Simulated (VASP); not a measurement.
# Y (P6_3/mmc) in VASP: notebook

Runs on Y. Level: PBE. Tasks: single point.

Everything below comes from runs of VASP 6.6.1. Logs are shortened: lines on timing, memory, paths and dates and some standing lists are left out, and cuts for length are marked.

## (1) The cell of the first run

The structure is hexagonal, space group P6_3/mmc (No. 194). The conventional cell has a = 3.602 Å, b = 3.602 Å, c = 5.670 Å, α = 90.00°, β = 90.00°, γ = 120.00°. Within 4.6 Å of Y (site symmetry -6m2) lie 12 Y at 3.52 to 3.60 Å.

## (2) Single point, PBE (31.86 Å³/atom)

Input file INCAR:

```
PREC = Accurate
ENCUT = 520
EDIFF = 1E-6
ISMEAR = -1
SIGMA = 0.08
LREAL = F
LASPH = T
NELM = 60
ALGO = Normal
ISIF = 2
LWAVE = F
LCHARG = F
GGA = PE
NBANDS = 18
```

Input file KPOINTS:

```
Automatic mesh
0
Gamma
  12 12 7
```

Input file POSCAR:

```
Y
1.0
    3.6021486032      0.0000000000      0.0000000000
   -1.8010743015      3.1195521985      0.0000000000
    0.0000000000      0.0000000000      5.6697229104
Y
2
Direct
    0.3333333333      0.6666666667      0.2500000000
    0.6666666667      0.3333333333      0.7500000000
```

Potentials or basis: VASP PAW PBE potentials, release 64 (Y_sv).

Run with:

```console
> cat potpaw_PBE.64/Y_sv/POTCAR > POTCAR
> mpirun -np 1 vasp_std > vasp.out
```

OUTCAR:

```text
PREC = Accurate
   ENCUT = 520
   EDIFF = 1E-6
   ISMEAR = -1
   LREAL = F
   LASPH = T
   NELM = 60
   ISIF = 2
   GGA = PE

 ion  position               nearest neighbor table
   1  0.333  0.667  0.250-   2 3.52   2 3.52   2 3.52   2 3.52   2 3.52   2 3.52
   2  0.667  0.333  0.750-   1 3.52   1 3.52   1 3.52   1 3.52   1 3.52   1 3.52

  LATTYP: Found a hexagonal cell.
 ALAT       =     3.6021486032
 C/A-ratio  =     1.5739836234

  Lattice vectors:

 A1 = (   3.6021486032,   0.0000000000,   0.0000000000)
 A2 = (  -1.8010743015,   3.1195521985,   0.0000000000)
 A3 = (   0.0000000000,   0.0000000000,   5.6697229104)

Analysis of symmetry for initial positions (statically):
=====================================================================
 Subroutine PRICEL returns:
 Original cell was already a primitive cell.

 Routine SETGRP: Setting up the symmetry group for a
 hexagonal supercell.

 Subroutine GETGRP returns: Found 24 space group operations
 (whereof 12 operations were pure point group operations)
 out of a pool of 24 trial point group operations.

The static configuration has the point symmetry D_3d.
 The point group associated with its full space group is D_6h.

Analysis of symmetry for dynamics (positions and initial velocities):
=====================================================================
 Subroutine PRICEL returns:
 Original cell was already a primitive cell.

 Routine SETGRP: Setting up the symmetry group for a
 hexagonal supercell.

 Subroutine GETGRP returns: Found 24 space group operations
 (whereof 12 operations were pure point group operations)
 out of a pool of 24 trial point group operations.

The dynamic configuration has the point symmetry D_3d.
 The point group associated with its full space group is D_6h.

 Subroutine INISYM returns: Found 24 space group operations
 (whereof 12 operations are pure point group operations),
 and found     1 'primitive' translations

----------------------------------------------------------------------------------------

                                     Primitive cell

  volume of cell :      63.7112

  direct lattice vectors                    reciprocal lattice vectors
     3.602148603  0.000000000  0.000000000     0.277612089  0.160279415  0.000000000
    -1.801074301  3.119552199  0.000000000     0.000000000  0.320558829  0.000000000
     0.000000000  0.000000000  5.669722910     0.000000000  0.000000000  0.176375462

  length of vectors
     3.602148603  3.602148603  5.669722910     0.320558829  0.320558829  0.176375462

  position of ions in fractional coordinates (direct lattice)
     0.333333333  0.666666667  0.250000000
     0.666666667  0.333333333  0.750000000

  ion indices of the primitive-cell ions
   primitive index   ion index
                 1           1
                 2           2

----------------------------------------------------------------------------------------

 KPOINTS: Automatic mesh

Automatic generation of k-mesh.
 Grid dimensions read from file:
 generate k-points for:   12   12    7

 Generating k-lattice:

  Cartesian coordinates                     Fractional coordinates (reciprocal lattice)
     0.023134341  0.013356618  0.000000000     0.083333333  0.000000000  0.000000000
     0.000000000  0.026713236  0.000000000     0.000000000  0.083333333  0.000000000
     0.000000000  0.000000000  0.025196495     0.000000000  0.000000000  0.142857143

  Length of vectors
     0.026713236  0.026713236  0.025196495

  Shift w.r.t. Gamma in fractional coordinates (k-lattice)
     0.000000000  0.000000000  0.000000000

 Subroutine IBZKPT returns following result:
 ===========================================

 Found     76 irreducible k-points:

 Following reciprocal coordinates:
            Coordinates               Weight
  0.000000  0.000000  0.000000      1.000000
  0.083333  0.000000  0.000000      6.000000
  0.166667  0.000000  0.000000      6.000000
  0.250000  0.000000  0.000000      6.000000
  0.333333  0.000000  0.000000      6.000000
  0.416667  0.000000  0.000000      6.000000
[... 16 lines left out ...]
  0.250000  0.000000  0.142857     12.000000
  0.333333  0.000000  0.142857     12.000000
 [... further k-points ...]
   k-points           NKPTS =     76   k-points in BZ     NKDIM =     76   number of bands    NBANDS=     18
   number of dos      NEDOS =    301   number of ions     NIONS =      2
   total plane-waves  NPLWV =  32928
   dimension x,y,z NGX =    28 NGY =   28 NGZ =   42
   dimension x,y,z NGXF=    56 NGYF=   56 NGZF=   84
   ions per type =               2
   NGX,Y,Z   is equivalent  to a cutoff of  12.92, 12.92, 12.32 a.u.
   NGXF,Y,Z  is equivalent  to a cutoff of  25.85, 25.85, 24.63 a.u.
 SYSTEM =  unknown system
   PREC   = accura    normal or accurate (medium, high low for compatibility)
   ISTART =      0    job   : 0-new  1-cont  2-samecut
   ICHARG =      2    charge: 1-file 2-atom 10-const
   ISPIN  =      1    spin polarized calculation?
   LNONCOLLINEAR =      F non collinear calculations
   LSORBIT =      F    spin-orbit coupling
   LASPH  =      T    aspherical Exc in radial PAW
   ENCUT  =  520.0 eV  38.22 Ry    6.18 a.u.   6.70  6.70 10.54*2*pi/ulx,y,z
   NELM   =     60;   NELMIN=  2; NELMDL= -5     # of ELM steps
   EDIFF  = 0.1E-05   stopping-criterion for ELM
   LREAL  =      F    real-space projection
   EDIFFG = 0.1E-04   stopping-criterion for IOM
   NSW    =      0    number of steps for IOM
   IBRION =     -1    ionic relax: 0-MD 1-quasi-New 2-CG
   NFREE  =      0    steps in history (QN), initial steepest desc. (CG)
   ISIF   =      2    stress and relaxation
   ISYM   =      2    0-nonsym 1-usesym 2-fastsym
   POTIM  = 0.5000    time-step for ionic-motion
   TEBEG  =    0.0;   TEEND  =   0.0 temperature during run
   PSTRESS=    0.0 pullay stress
   NELECT =      22.0000    total number of electrons
   NUPDOWN=      -1.0000    fix difference up-down
   EMIN   =  10.00;   EMAX   =-10.00  energy-range for DOS
   EFERMI =   0.00;   METHOD = LEGACY
   ISMEAR =    -1;   SIGMA  =   0.08  broadening in eV -4-tet -1-fermi 0-gaus
   EFERMI_NEDOS =   21; number of points for ismear=-14 and -15
   IALGO  =     38    algorithm
   IMIX   =      4    mixing-type and parameters
     AMIX     =   0.40;   BMIX     =  1.00
     AMIX_MAG =   1.60;   BMIX_MAG =  1.00
  volume/ion in A,a.u.               =      31.86       214.97
  Fermi-wavevector in a.u.,A,eV,Ry     =   1.148534  2.170414 17.947855  1.319130
  Thomas-Fermi vector in A             =   2.285208
   LORBIT       =      0    0 simple, 1 ext, 2 COOP (PROOUT), +10 PAW based schemes
   GGA     = PE    functional components
   LHFCALC =     F    Hartree Fock is set to
   AEXX    =    0.0000 exact exchange contribution
   IVDW    =     0    specifies the selected vdW correction
   LEPSILON=     F    determine dielectric tensor
   LRPA    =     F    only Hartree local field effects (RPA)
 non-spin polarized calculation
  energy-cutoff  :      520.00
  volume of cell :       63.71
 maximum number of plane-waves:      1743
 NGX is ok and might be reduce to    28
   NGX = 13   NGY = 13   NGZ = 21

 number of electron      22.0000000 magnetization

 Free energy of the ion-electron system (eV)
  ---------------------------------------------------
  ext. energy  EPLUGINS =         0.00000000
  ---------------------------------------------------
  free energy    TOTEN  =       -12.89795357 eV

  energy without entropy =      -12.81637564  energy(sigma->0) =      -12.85716461

 E-fermi :   3.1521     XC(G=0):  -9.5452

 val. band max:        3.1499507364   @ k =   0.3333   0.0833   0.0000
 cond. band min:       3.1545176847   @ k =   0.2500   0.2500   0.4286
 fundamental gap:      0.0045669483
 Fermi energy:         3.1520510057

 k-point     1 :       0.0000    0.0000    0.0000
  band No.  band energies     occupation
      1     -39.4606      2.00000
      2     -39.3780      2.00000
      3     -19.7731      2.00000
      4     -19.2453      2.00000
      5     -19.2453      2.00000
      6     -19.1489      2.00000
[... 10 lines left out ...]
     17       6.0242      0.00000
     18       6.0242      0.00000

 k-point     2 :       0.0833    0.0000    0.0000
  band No.  band energies     occupation
      1     -39.4567      2.00000
      2     -39.3766      2.00000
      3     -19.7595      2.00000
      4     -19.2733      2.00000
      5     -19.2547      2.00000
      6     -19.1784      2.00000
[... 10 lines left out ...]
     17       5.8191      0.00000
     18       5.8779      0.00000

 k-point     3 :       0.1667    0.0000    0.0000
  band No.  band energies     occupation
      1     -39.4456      2.00000
      2     -39.3728      2.00000
      3     -19.7206      2.00000
      4     -19.3501      2.00000
      5     -19.2798      2.00000
      6     -19.2571      2.00000
[... 10 lines left out ...]
     17       5.8934      0.00000
     18       6.0850      0.00000

 k-point     4 :       0.2500    0.0000    0.0000
  band No.  band energies     occupation
      1     -39.4299      2.00000
      2     -39.3684      2.00000
      3     -19.6617      2.00000
      4     -19.4554      2.00000
      5     -19.3600      2.00000
      6     -19.3125      2.00000
[... 375 lines left out ...]
      4     -19.3414      2.00000
      5     -19.2786      2.00000
      6     -19.2741      2.00000
[... 10 lines left out ...]
     17       6.1398      0.00000
     18       6.1953      0.00000

 k-point    23 :       0.2500    0.0000    0.1429
  band No.  band energies     occupation
      1     -39.4268      2.00000
      2     -39.3714      2.00000
      3     -19.6544      2.00000
      4     -19.4382      2.00000
      5     -19.3802      2.00000
      6     -19.3060      2.00000
[... 10 lines left out ...]
     17       6.5370      0.00000
     18       6.6519      0.00000

 k-point    24 :       0.3333    0.0000    0.1429
  band No.  band energies     occupation
      1     -39.4104      2.00000
      2     -39.3676      2.00000
      3     -19.6332      2.00000
      4     -19.5123      2.00000
      5     -19.4675      2.00000
      6     -19.3368      2.00000
[... 10 lines left out ...]
     17       7.1289      0.00000
     18       7.3543      0.00000

 [... further k-points ...]

------------------------ aborting loop because EDIFF is reached ----------------------------------------

  FORCE on cell =-STRESS in cart. coord.  units (eV):
  Direction    XX          YY          ZZ          XY          YZ          ZX
  --------------------------------------------------------------------------------------
  -------------------------------------------------------------------------------------
  Total        0.5794782      0.5794782      0.3718442      0.0000000     -0.0000000     -0.0000000
  in kB       14.5724305     14.5724305      9.3509535      0.0000000     -0.0000000     -0.0000000
  external PRESSURE =      12.8319381 kB  Pullay stress =       0.0000000 kB

 VOLUME and BASIS-vectors are now :
 -----------------------------------------------------------------------------
  energy-cutoff  :      520.00
  volume of cell :       63.71
      direct lattice vectors                 reciprocal lattice vectors
     3.602148603  0.000000000  0.000000000     0.277612089  0.160279415  0.000000000
    -1.801074301  3.119552199  0.000000000     0.000000000  0.320558829  0.000000000
     0.000000000  0.000000000  5.669722910     0.000000000  0.000000000  0.176375462

 POSITION                                       TOTAL-FORCE (eV/Angst)
 -----------------------------------------------------------------------------------
     -0.00000      2.07970      1.41743        -0.000000     -0.000000      0.000000
      1.80107      1.03985      4.25229         0.000000      0.000000      0.000000
 -----------------------------------------------------------------------------------
    total drift:                               -0.000000      0.000000     -0.000000

  FREE ENERGIE OF THE ION-ELECTRON SYSTEM (eV)
  ---------------------------------------------------
  free  energy   TOTEN  =       -12.8979535743 eV

  energy  without entropy=      -12.8163756372  energy(sigma->0) =      -12.85716461
```

It took 2.2 min on 1 thread of Intel Xeon 8259CL, shared host; peak memory 0.23 GiB.

Results:

```yaml
Free_energy: -12.8980 eV
Pressure: 1.3 GPa
Band_gap_on_the_k_mesh: zero (bands 11 and 12 overlap by 1.39 eV)
```

Levels at points of the mesh, in eV from the Fermi level:
| k point | band 8 | band 9 | band 10 | band 11 | band 12 | band 13 | band 14 | band 15 |
| --- | --- | --- | --- | --- | --- | --- | --- | --- |
| (0.00, 0.00, 0.00) | -22.27 | -4.74 | -1.91 | 0.96 | 1.78 | 1.78 | 2.07 | 2.41 |
| (0.50, 0.00, 0.00) | -22.36 | -1.68 | -1.24 | -0.87 | -0.05 | 1.43 | 1.51 | 2.11 |

## (3) Single point, PBE (32.52 Å³/atom)

This run uses another cell than the first one, of 32.52 Å³/atom.

Input file INCAR:

```
ALGO = Normal ; EDIFF = 1E-6
ENCUT = 520 ; GGA = PE
ISIF = 2 ; ISMEAR = -1
LASPH = True ; LCHARG = True
LELF = True ; LREAL = False
LVHAR = True ; LWAVE = False
NBANDS = 18 ; NELM = 60
PREC = Accurate ; SIGMA = 0.08
```

Input file KPOINTS:

```
k-points
0
Gamma
  12 12 7
```

Input file POSCAR:

```
Y
1.0
    3.6269917924      0.0000000000      0.0000000000
   -1.8134958961      3.1410670315      0.0000000000
    0.0000000000      0.0000000000      5.7088256834
Y
2
Direct
    0.3333333333      0.6666666667      0.2500000000
    0.6666666667      0.3333333333      0.7500000000
```

Potentials or basis: VASP PAW PBE potentials, release 64 (Y_sv).

Run with:

```console
> cat potpaw_PBE.64/Y_sv/POTCAR > POTCAR
> mpirun -np 1 vasp_std > vasp.out
```

It took 2.2 min on 1 thread of Intel Xeon 8259CL, shared host; peak memory 0.23 GiB.

It converged, with:

```
Free energy            : -12.9050 eV
Pressure               : 0.4 GPa
Band gap on the k mesh : zero (bands 11 and 12 overlap by 1.33 eV)
```

Stress tensor (GPa, compression positive):
```
0.58 0.00 0.00
0.00 0.58 0.00
0.00 0.00 0.05
```

Levels at points of the mesh, in eV from the Fermi level:
```tsv
k point	band 8	band 9	band 10	band 11	band 12	band 13	band 14	band 15
(0.00, 0.00, 0.00)	-22.34	-4.71	-1.88	0.89	1.76	1.76	2.04	2.37
(0.50, 0.00, 0.00)	-22.43	-1.67	-1.20	-0.83	-0.08	1.40	1.49	2.07
```

## (4) Single point, PBE (33.85 Å³/atom)

This run uses another cell than the first one, of 33.85 Å³/atom.

Input file INCAR:

```
PREC = Accurate ; ENCUT = 520
EDIFF = 1E-7 ; ISMEAR = -1
SIGMA = 0.08 ; LREAL = False
LASPH = True ; NELM = 80
ALGO = Normal ; ISIF = 2
LWAVE = False ; LCHARG = False
GGA = PE ; NBANDS = 18
```

Input file KPOINTS:

```
Automatic mesh
0
Gamma
  12 12 7
```

Input file POSCAR:

```
Y
1.0
    3.6756820560      0.0000000000      0.0000000000
   -1.8378410280      3.1832340367      0.0000000000
    0.0000000000      0.0000000000      5.7854633609
Y
2
Direct
    0.3333333333      0.6666666667      0.2500000000
    0.6666666667      0.3333333333      0.7500000000
```

Run with:

```console
> cat potpaw_PBE.64/Y_sv/POTCAR > POTCAR
> mpirun -np 1 vasp_std > vasp.out
```

Run time: 2.4 min. Hardware: 1 thread of Intel Xeon 8259CL, shared host; peak memory 0.24 GiB.

Results (log left out):

| Item | Value |
| --- | --- |
| Free energy | -12.8985 eV |
| Pressure | -1.2 GPa |
| Band gap on the k mesh | zero (bands 11 and 12 overlap by 1.22 eV) |

Stress tensor (GPa, compression positive):
```
-0.99  0.00  0.00
 0.00 -0.99  0.00
 0.00  0.00 -1.51
```

Levels at points of the mesh, in eV from the Fermi level:
```csv
k point,band 8,band 9,band 10,band 11,band 12,band 13,band 14,band 15
"(0.00, 0.00, 0.00)",-22.47,-4.64,-1.82,0.78,1.73,1.73,1.99,2.30
"(0.50, 0.00, 0.00)",-22.55,-1.66,-1.13,-0.77,-0.14,1.34,1.47,1.99
```

## (5) Single point, PBE (34.51 Å³/atom)

This run uses another cell than the first one, of 34.51 Å³/atom.

Input file INCAR:

```
SYSTEM = Y
PREC = Accurate ; ENCUT = 520
EDIFF = 1E-6 ; ISMEAR = -1
SIGMA = 0.08 ; LREAL = .FALSE.
LASPH = .TRUE. ; NELM = 60
ALGO = Normal ; ISIF = 2
LWAVE = .FALSE. ; LCHARG = .TRUE.
GGA = PE ; LELF = .TRUE.
LVHAR = .TRUE. ; NBANDS = 18
```

Input file KPOINTS:

```
regular mesh
0
G
  12 12 7
  0 0 0
```

Input file POSCAR:

```
Y
1.0
    3.6995507901      0.0000000000      0.0000000000
   -1.8497753950      3.2039049668      0.0000000000
    0.0000000000      0.0000000000      5.8230323575
Y
2
Direct
    0.3333333333      0.6666666667      0.2500000000
    0.6666666667      0.3333333333      0.7500000000
```

Run with:

```console
> cat potpaw_PBE.64/Y_sv/POTCAR > POTCAR
> mpirun -np 1 vasp_std > vasp.out
```

Run time: 2.6 min. Hardware: 1 thread of Intel Xeon 8259CL, shared host; peak memory 0.25 GiB.

It converged, with:

```
Free energy            : -12.8860 eV
Pressure               : -1.9 GPa
Band gap on the k mesh : zero (bands 11 and 12 overlap by 1.20 eV)
```

Stress tensor (GPa, compression positive):
```
-1.69  0.00  0.00
 0.00 -1.69  0.00
 0.00  0.00 -2.19
```

Levels at points of the mesh, in eV from the Fermi level:
| k point | band 7 | band 8 | band 9 | band 10 | band 11 | band 12 | band 13 | band 14 | band 15 | band 16 |
| --- | --- | --- | --- | --- | --- | --- | --- | --- | --- | --- |
| (0.00, 0.00, 0.00) | -22.55 | -22.53 | -4.61 | -1.79 | 0.73 | 1.71 | 1.71 | 1.96 | 2.27 | 2.27 |
| (0.50, 0.00, 0.00) | -22.66 | -22.60 | -1.65 | -1.10 | -0.74 | -0.16 | 1.31 | 1.45 | 1.95 | 4.78 |

## (6) Overview

| cell | gap on the mesh (eV) | pressure (GPa) |
| --- | --- | --- |
| a = 3.602, b = 3.602, c = 5.670 Å, angles 90.0, 90.0, 120.0°, 2 atoms | none | 1.3 |
| a = 3.627, b = 3.627, c = 5.709 Å, angles 90.0, 90.0, 120.0°, 2 atoms | none | 0.4 |
| a = 3.676, b = 3.676, c = 5.785 Å, angles 90.0, 90.0, 120.0°, 2 atoms | none | -1.2 |
| a = 3.700, b = 3.700, c = 5.823 Å, angles 90.0, 90.0, 120.0°, 2 atoms | none | -1.9 |

Alike in all rows: task single point; level PBE; potentials or basis VASP PAW PBE potentials, release 64 (Y_sv); no spin polarisation; k mesh 12 × 12 × 7; cutoff (eV) 520; smearing fermi-dirac 0.08 eV.

Absolute energies hang on the potentials; compare differences alone.
